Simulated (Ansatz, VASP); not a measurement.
# One calculation of ScAgC6N6, two programs

```
Sc Ag C N
1.0
     0.00000    5.31200    5.31200
     5.31200    0.00000    5.31200
     5.31200    5.31200    0.00000
Sc Ag C N
1 1 6 6
Cartesian
  5.3120 5.3120 5.3120
  0.0000 0.0000 0.0000
  2.0220 5.3120 5.3120
  5.3120 2.0220 5.3120
  5.3120 5.3120 2.0220
  8.6020 5.3120 5.3120
  5.3120 8.6020 5.3120
  5.3120 5.3120 8.6020
  3.1920 5.3120 5.3120
  5.3120 3.1920 5.3120
  5.3120 5.3120 3.1920
  7.4320 5.3120 5.3120
  5.3120 7.4320 5.3120
  5.3120 5.3120 7.4320
```

Alike in both runs: task single point; functional PBE; k mesh 4 × 4 × 4; occupations gaussian, width 0.1 eV; collinear spin.

|  | VASP | Ansatz |
| --- | --- | --- |
| version | VASP 6.6.1 | Ansatz 0.2.0 |
| potentials or method | VASP PAW PBE potentials, release 64 (Sc_sv, Ag, C, N), cutoff 520 eV | scalar-relativistic, plane waves, PAW |
| valence electrons in the cell | 76 | 84 |

```csv
,VASP,Ansatz,Ansatz less VASP
gap on the k mesh at the Fermi level (eV),0.67,0.68,+0.008
least direct gap on the mesh (eV),0.73,0.74,+0.009
pressure (GPa),8.3,7.9,-0.39
rms of the force components (eV/Å),1.070,1.266,+0.1956
net moment per atom (μB),0.14,0.14,0.000
size of the moment on the site where the two differ most (μB),0.15,0.07,-0.084
```

Site moments also hang on the region over which each program counts them. Atom by atom the forces differ by 0.206 eV/Å (rms over components). VASP's potentials hold 76 valence electrons a cell and Ansatz's 84, so a difference there can come from the potentials and not from the codes.

Noted on VASP's run: the standard files for N, O and F lose accuracy on very short bonds.
